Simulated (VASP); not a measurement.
# Sb (R-3m) in VASP: single point with PBE

Aim: the single point of Sb with PBE.

All numbers are computed with VASP 6.6.1; they aren't measurements. Logs are shortened: lines on timing, memory, paths and dates and some standing lists are left out, and cuts for length are marked.

### Step 1. The cell of the first run

The structure is trigonal, space group R-3m (No. 166). Conventional cell: a = 4.373 Å, b = 4.373 Å, c = 11.614 Å, α = 90.00°, β = 90.00°, γ = 120.00°. Within 3.9 Å of Sb (site symmetry 3m) lie 6 Sb at 2.94 to 3.46 Å.

### Step 2. Single point, PBE

Contents of INCAR:

```
SYSTEM = Sb
ALGO     = Normal         ! electronic algorithm
EDIFF    = 1E-6           ! SCF threshold, eV
ENCUT    = 520            ! plane-wave cutoff, eV
GGA      = PE             ! functional
ISIF     = 2              ! what is computed and relaxed
ISMEAR   = 0              ! smearing method
LASPH    = .TRUE.         ! aspherical terms in the spheres
LCHARG   = .TRUE.         ! write CHGCAR
LELF     = .TRUE.         ! ELF
LREAL    = .FALSE.        ! projectors in reciprocal space
LVHAR    = .TRUE.       
LWAVE    = .FALSE.        ! write WAVECAR
NBANDS   = 12             ! bands
NELM     = 60             ! most SCF steps
PREC     = Accurate       ! precision mode
SIGMA    = 0.05           ! smearing width, eV
```

Contents of KPOINTS:

```
k-points
0
G
  6 6 6
  0 0 0
```

Contents of POSCAR:

```
Sb
1.0
    2.1865269844      1.2623919430      3.8714342587
   -2.1865269844      1.2623919430      3.8714342587
    0.0000000000     -2.5247838860      3.8714342587
Sb
2
Direct
    0.2312642595      0.2312642595      0.2312642595
    0.7687357405      0.7687357405      0.7687357405
```

Potentials or basis: VASP PAW PBE potentials, release 64 (Sb).

Launch:

```console
cat potpaw_PBE.64/Sb/POTCAR > POTCAR
mpirun -np 1 vasp_std > vasp.out
```

OUTCAR:

```text
SYSTEM = Sb
   EDIFF = 1E-6
   ENCUT = 520
   GGA = PE
   ISIF = 2
   ISMEAR = 0
   LASPH = .TRUE.
   LREAL = .FALSE.
   NELM = 60
   PREC = Accurate

 ion  position               nearest neighbor table
   1  0.231  0.231  0.231-   2 2.94   2 2.94   2 2.94   2 3.46   2 3.46   2 3.46
   2  0.769  0.769  0.769-   1 2.94   1 2.94   1 2.94   1 3.46   1 3.46   1 3.46

  LATTYP: Found a trigonal (rhomboedric) cell.
 ALAT       =     4.6219624502
 COS(alpha) =     0.5524033238

  Lattice vectors:

 A1 = (   2.1865269844,   1.2623919430,   3.8714342587)
 A2 = (  -2.1865269844,   1.2623919430,   3.8714342587)
 A3 = (   0.0000000000,  -2.5247838860,   3.8714342587)

Analysis of symmetry for initial positions (statically):
=====================================================================
 Subroutine PRICEL returns:
 Original cell was already a primitive cell.

 Routine SETGRP: Setting up the symmetry group for a
 trigonal (rhombohedral) supercell.

 Subroutine GETGRP returns: Found 12 space group operations
 (whereof 12 operations were pure point group operations)
 out of a pool of 12 trial point group operations.

The static configuration has the point symmetry D_3d.

Analysis of symmetry for dynamics (positions and initial velocities):
=====================================================================
 Subroutine PRICEL returns:
 Original cell was already a primitive cell.

 Routine SETGRP: Setting up the symmetry group for a
 trigonal (rhombohedral) supercell.

 Subroutine GETGRP returns: Found 12 space group operations
 (whereof 12 operations were pure point group operations)
 out of a pool of 12 trial point group operations.

The dynamic configuration has the point symmetry D_3d.

 Subroutine INISYM returns: Found 12 space group operations
 (whereof 12 operations are pure point group operations),
 and found     1 'primitive' translations

----------------------------------------------------------------------------------------

                                     Primitive cell

  volume of cell :      64.1169

  direct lattice vectors                    reciprocal lattice vectors
     2.186526984  1.262391943  3.871434259     0.228673144  0.132024501  0.086100735
    -2.186526984  1.262391943  3.871434259    -0.228673144  0.132024501  0.086100735
     0.000000000 -2.524783886  3.871434259     0.000000000 -0.264049003  0.086100735

  length of vectors
     4.621962450  4.621962450  4.621962450     0.277732267  0.277732267  0.277732267

  position of ions in fractional coordinates (direct lattice)
     0.231264260  0.231264260  0.231264260
     0.768735740  0.768735740  0.768735740

  ion indices of the primitive-cell ions
   primitive index   ion index
                 1           1
                 2           2

----------------------------------------------------------------------------------------

 KPOINTS: k-points

Automatic generation of k-mesh.
 Grid dimensions read from file:
 generate k-points for:    6    6    6

 Generating k-lattice:

  Cartesian coordinates                     Fractional coordinates (reciprocal lattice)
     0.038112191  0.022004084  0.014350122     0.166666667  0.000000000 -0.000000000
    -0.038112191  0.022004084  0.014350122     0.000000000  0.166666667 -0.000000000
     0.000000000 -0.044008167  0.014350122    -0.000000000 -0.000000000  0.166666667

  Length of vectors
     0.046288711  0.046288711  0.046288711

  Shift w.r.t. Gamma in fractional coordinates (k-lattice)
     0.000000000  0.000000000  0.000000000

 Subroutine IBZKPT returns following result:
 ===========================================

 Found     32 irreducible k-points:

 Following reciprocal coordinates:
            Coordinates               Weight
  0.000000  0.000000  0.000000      1.000000
  0.166667 -0.000000 -0.000000      6.000000
  0.333333 -0.000000  0.000000      6.000000
  0.500000  0.000000  0.000000      3.000000
  0.166667  0.166667 -0.000000      6.000000
  0.333333  0.166667  0.000000     12.000000
[... 16 lines left out ...]
  0.500000  0.500000  0.166667      6.000000
 -0.333333  0.500000  0.166667     12.000000
 [... further k-points ...]
   k-points           NKPTS =     32   k-points in BZ     NKDIM =     32   number of bands    NBANDS=     12
   number of dos      NEDOS =    301   number of ions     NIONS =      2
   total plane-waves  NPLWV =  46656
   dimension x,y,z NGX =    36 NGY =   36 NGZ =   36
   dimension x,y,z NGXF=    72 NGYF=   72 NGZF=   72
   ions per type =               2
   NGX,Y,Z   is equivalent  to a cutoff of  12.95, 12.95, 12.95 a.u.
   NGXF,Y,Z  is equivalent  to a cutoff of  25.90, 25.90, 25.90 a.u.
 SYSTEM =  Sb
   PREC   = accura    normal or accurate (medium, high low for compatibility)
   ISTART =      0    job   : 0-new  1-cont  2-samecut
   ICHARG =      2    charge: 1-file 2-atom 10-const
   ISPIN  =      1    spin polarized calculation?
   LNONCOLLINEAR =      F non collinear calculations
   LSORBIT =      F    spin-orbit coupling
   LASPH  =      T    aspherical Exc in radial PAW
   ENCUT  =  520.0 eV  38.22 Ry    6.18 a.u.   8.59  8.59  8.59*2*pi/ulx,y,z
   NELM   =     60;   NELMIN=  2; NELMDL= -5     # of ELM steps
   EDIFF  = 0.1E-05   stopping-criterion for ELM
   LREAL  =      F    real-space projection
   EDIFFG = 0.1E-04   stopping-criterion for IOM
   NSW    =      0    number of steps for IOM
   IBRION =     -1    ionic relax: 0-MD 1-quasi-New 2-CG
   NFREE  =      0    steps in history (QN), initial steepest desc. (CG)
   ISIF   =      2    stress and relaxation
   ISYM   =      2    0-nonsym 1-usesym 2-fastsym
   POTIM  = 0.5000    time-step for ionic-motion
   TEBEG  =    0.0;   TEEND  =   0.0 temperature during run
   PSTRESS=    0.0 pullay stress
   NELECT =      10.0000    total number of electrons
   NUPDOWN=      -1.0000    fix difference up-down
   EMIN   =  10.00;   EMAX   =-10.00  energy-range for DOS
   EFERMI =   0.00;   METHOD = LEGACY
   ISMEAR =     0;   SIGMA  =   0.05  broadening in eV -4-tet -1-fermi 0-gaus
   EFERMI_NEDOS =   21; number of points for ismear=-14 and -15
   IALGO  =     38    algorithm
   IMIX   =      4    mixing-type and parameters
     AMIX     =   0.40;   BMIX     =  1.00
     AMIX_MAG =   1.60;   BMIX_MAG =  1.00
  volume/ion in A,a.u.               =      32.06       216.34
  Fermi-wavevector in a.u.,A,eV,Ry     =   0.881220  1.665263 10.565574  0.776548
  Thomas-Fermi vector in A             =   2.001686
   LORBIT       =      0    0 simple, 1 ext, 2 COOP (PROOUT), +10 PAW based schemes
   GGA     = PE    functional components
   LHFCALC =     F    Hartree Fock is set to
   AEXX    =    0.0000 exact exchange contribution
   IVDW    =     0    specifies the selected vdW correction
   LEPSILON=     F    determine dielectric tensor
   LRPA    =     F    only Hartree local field effects (RPA)
 non-spin polarized calculation
 Gauss-broadening in eV      SIGMA  =   0.05
  energy-cutoff  :      520.00
  volume of cell :       64.12
 maximum number of plane-waves:      1742
 NGX is ok and might be reduce to    36
   NGX = 17   NGY = 17   NGZ = 17

 number of electron      10.0000000 magnetization

 Free energy of the ion-electron system (eV)
  ---------------------------------------------------
  ext. energy  EPLUGINS =         0.00000000
  ---------------------------------------------------
  free energy    TOTEN  =        -8.29694649 eV

  energy without entropy =       -8.29616289  energy(sigma->0) =       -8.29655469

 E-fermi :   6.5260     XC(G=0):  -9.2666

 val. band max:        6.5259772381   @ k =   0.3333   0.1667   0.1667
 cond. band min:       6.8516192830   @ k =   0.5000   0.0000   0.0000
 fundamental gap:      0.3256420449
 Fermi energy:         6.5259772404

 k-point     1 :       0.0000    0.0000    0.0000
  band No.  band energies     occupation
      1      -5.7606      2.00000
      2       1.4808      2.00000
      3       4.6292      2.00000
      4       4.8694      2.00000
      5       4.8694      2.00000
      6       8.3993      0.00000
      7       9.1075      0.00000
      8       9.1075      0.00000
      9      11.8080      0.00000
     10      11.8080      0.00000
     11      11.9841      0.00000
     12      13.2662      0.00000

 k-point     2 :       0.1667   -0.0000   -0.0000
  band No.  band energies     occupation
      1      -5.4717      2.00000
      2       0.4980      2.00000
      3       4.6397      2.00000
      4       4.7790      2.00000
      5       5.1624      2.00000
      6       8.2159      0.00000
      7       8.4985      0.00000
      8       8.5920      0.00000
      9      11.1755      0.00000
     10      11.6859      0.00000
     11      12.0212      0.00000
     12      14.8527      0.00000

 k-point     3 :       0.3333   -0.0000    0.0000
  band No.  band energies     occupation
      1      -4.6273      2.00000
      2      -1.3424      2.00000
      3       4.6321      2.00000
      4       4.6448      2.00000
      5       5.6973      2.00000
      6       7.1845      0.00000
      7       7.4380      0.00000
      8       7.6973      0.00000
      9      12.1571      0.00000
     10      12.9203      0.00000
     11      13.5165      0.00000
     12      16.7091      0.00000
[... 286 lines left out ...]
 k-point    23 :       0.5000    0.5000    0.1667
  band No.  band energies     occupation
      1      -3.9066      2.00000
      2      -1.4376      2.00000
      3       1.7592      2.00000
      4       3.4671      2.00000
      5       3.8697      2.00000
      6       8.7211      0.00000
      7      10.1753      0.00000
      8      11.2882      0.00000
      9      11.9059      0.00000
     10      15.2637      0.00000
     11      15.5619      0.00000
     12      16.0088      0.00000

 k-point    24 :      -0.3333    0.5000    0.1667
  band No.  band energies     occupation
      1      -3.3494      2.00000
      2      -2.0036      2.00000
      3       1.6399      2.00000
      4       2.4624      2.00000
      5       4.8084      2.00000
      6       8.4132      0.00000
      7       9.8740      0.00000
      8      12.0030      0.00000
      9      12.1537      0.00000
     10      13.4968      0.00000
     11      16.0485      0.00000
     12      16.8826      0.00000

 [... further k-points ...]

------------------------ aborting loop because EDIFF is reached ----------------------------------------

  FORCE on cell =-STRESS in cart. coord.  units (eV):
  Direction    XX          YY          ZZ          XY          YZ          ZX
  --------------------------------------------------------------------------------------
  -------------------------------------------------------------------------------------
  Total        0.0900458      0.0900458      0.0839205      0.0000000     -0.0000000      0.0000000
  in kB        2.2501010      2.2501010      2.0970390      0.0000000     -0.0000000      0.0000000
  external PRESSURE =       2.1990803 kB  Pullay stress =       0.0000000 kB

 VOLUME and BASIS-vectors are now :
 -----------------------------------------------------------------------------
  energy-cutoff  :      520.00
  volume of cell :       64.12
      direct lattice vectors                 reciprocal lattice vectors
     2.186526984  1.262391943  3.871434259     0.228673144  0.132024501  0.086100735
    -2.186526984  1.262391943  3.871434259    -0.228673144  0.132024501  0.086100735
     0.000000000 -2.524783886  3.871434259     0.000000000 -0.264049003  0.086100735

 POSITION                                       TOTAL-FORCE (eV/Angst)
 -----------------------------------------------------------------------------------
      0.00000      0.00000      2.68597         0.000000     -0.000000      0.060808
      0.00000      0.00000      8.92833         0.000000      0.000000     -0.060808
 -----------------------------------------------------------------------------------
    total drift:                                0.000000     -0.000000      0.000000

  FREE ENERGIE OF THE ION-ELECTRON SYSTEM (eV)
  ---------------------------------------------------
  free  energy   TOTEN  =        -8.2969464895 eV

  energy  without entropy=       -8.2961628925  energy(sigma->0) =       -8.29655469
```

Wall time 38 s (1 thread of Intel Xeon 8259CL, shared host); peak memory 0.21 GiB.

Results:

```yaml
Free_energy: -8.2969 eV
Pressure: 0.2 GPa
Largest_force: 0.061 eV/Å
Band_gap_on_the_k_mesh: zero (band 5 reaches 6.53 eV, above the bottom of band 6 at 6.34 eV)
```

Forces on the atoms (eV/Å):
```
Sb   0.000  0.000  0.061
Sb   0.000  0.000 -0.061
```

Caveat: spin-orbit coupling is left out, which moves the levels of the heavy elements.
